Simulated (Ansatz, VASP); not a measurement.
# One calculation of Ag, two programs

File POSCAR:

```
Ag
1.0
    2.9909851043      0.0000000000      0.0000000000
   -1.4954925522      2.5902690827      0.0000000000
    0.0000000000      0.0000000000      4.8370646749
Ag
2
Direct
    0.3333333333      0.6666666667      0.2500000000
    0.6666666667      0.3333333333      0.7500000000
```

The input INCAR.step1:

```
SYSTEM = Ag
  PREC = Accurate
  ENCUT = 520
  ISMEAR = -1
  SIGMA = 0.1
  LREAL = .FALSE.
  LASPH = .TRUE.
  NELM = 80
  NBANDS = 18
  GGA = PE
  ALGO = Normal
  EDIFF = 1E-4
  LWAVE = .TRUE.
  LCHARG = .FALSE.
```

The input INCAR.step2:

```
SYSTEM = Ag
  PREC = Accurate
  ENCUT = 520
  EDIFF = 1E-6
  ISMEAR = -1
  SIGMA = 0.1
  LREAL = .FALSE.
  LASPH = .TRUE.
  NELM = 80
  ALGO = Normal
  ISIF = 2
  LWAVE = .FALSE.
  LCHARG = .FALSE.
  METAGGA = R2SCAN
  LMIXTAU = .TRUE.
  NBANDS = 18
  ISTART = 1
```

Contents of KPOINTS:

```
Automatic mesh
0
G
  14 14 8
  0 0 0
```

Input for Ansatz:

```yaml
crystal:
  lattice:
    - [2.9909851043, 0.0, 0.0]
    - [-1.4954925522, 2.5902690827, 0.0]
    - [0.0, 0.0, 4.8370646749]
  atoms:
    - { symbol: Ag, position: [0.3333333333, 0.6666666667, 0.25] }
    - { symbol: Ag, position: [0.6666666667, 0.3333333333, 0.75] }
hamiltonian:
  xc: r2scan
  pseudopotentials:
    kind: paw
    azcp:
      Ag: "pseudopotentials/Ag.paw.azcp"
basis:
  ecutwfc: 500
  fft_grid_basis: typed
kpoints:
  mp_grid: { grid: [14, 14, 8], shift: [0, 0, 0] }
magnetization:
  spin_polarized: false
scf:
  occupations: { method: fermi_dirac, width: 0.1 }
  lower_state_search: "off"
output:
  stress: true
  write_density: true
  write_potential: true
  elf: true
  volumetric_format: npy
```

Alike in both runs: task single point; functional r2SCAN; k mesh 14 × 14 × 8; occupations fermi-dirac, width 0.1 eV; no spin polarisation.

|  | VASP | Ansatz |
| --- | --- | --- |
| version | VASP 6.6.1 | Ansatz 0.2.0 |
| potentials or method | VASP PAW PBE potentials, release 64 (Ag), cutoff 520 eV | plane waves (500 eV) with PAW, scalar-relativistic |
| valence electrons in the cell | 22 | 38 |

|  | VASP | Ansatz | Ansatz less VASP |
| --- | --- | --- | --- |
| pressure (GPa) | -6.3 | -6.4 | -0.04 |
| traceless stress, the component that is largest in VASP (GPa) | 0.34 | 0.33 | -0.009 |

VASP's potentials were made for PBE, not for r2SCAN. VASP's potentials hold 22 valence electrons a cell and Ansatz's 38, so a difference there can come from the potentials and not from the codes.
